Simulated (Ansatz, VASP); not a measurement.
## C in VASP and in Ansatz

INCAR

```
PREC = Accurate
ENCUT = 520
EDIFF = 1E-6
ISMEAR = -1
SIGMA = 0.1
LREAL = False
LASPH = True
NELM = 100
ALGO = Normal
ISIF = 2
LWAVE = False
LCHARG = False
GGA = B5
ALDAX = 1.0
AGGAX = 1.0
AGGAC = 1.0
ALDAC = 0.0
NBANDS = 11
```

File KPOINTS:

```
regular mesh
0
Gamma
  22 22 4
```

File POSCAR:

```
C
1.0
    1.8280854280      0.0000000000      0.0000000000
   -0.9140427140      1.5831684209      0.0000000000
    0.0000000000      0.0000000000      9.0435723496
C
2
Direct
    0.3333333333      0.6666666667      0.2500000000
    0.6666666667      0.3333333333      0.7500000000
```

Input for Ansatz:

```yaml
crystal:
  lattice:
    - [1.828085428, 0.0, 0.0]
    - [-0.914042714, 1.5831684209, 0.0]
    - [0.0, 0.0, 9.0435723496]
  atoms:
    - { symbol: C, position: [0.3333333333, 0.6666666667, 0.25] }
    - { symbol: C, position: [0.6666666667, 0.3333333333, 0.75] }
hamiltonian:
  xc: blyp
  pseudopotentials:
    kind: paw
    azcp:
      C: "pseudopotentials/C.paw.azcp"
basis:
  ecutwfc: 420
  fft_grid_basis: typed
kpoints:
  mp_grid: { grid: [22, 22, 4], shift: [0, 0, 0] }
magnetization:
  spin_polarized: false
scf:
  occupations: { method: fermi_dirac, width: 0.1 }
  lower_state_search: "off"
output:
  stress: true
```

Alike in both runs: task single point; functional BLYP; k mesh 22 × 22 × 4; occupations fermi-dirac, width 0.1 eV; no spin polarisation.

```csv
,VASP,Ansatz
version,VASP 6.6.1,Ansatz 0.2.0
potentials or method,"VASP PAW PBE potentials, release 64 (C), cutoff 520 eV","plane waves (420 eV) with PAW, scalar-relativistic"
valence electrons in the cell,8,8
```

Ansatz gave:

- pressure (GPa): -2.0
- traceless stress, the component that is largest in VASP (GPa): 2.30

Estimate VASP's values.

pressure (GPa): -2.0; traceless stress, the component that is largest in VASP (GPa): 2.27.

VASP's potentials were made for PBE, not for BLYP. With one functional, cell and mesh, what is left measures potentials, basis and numerics.
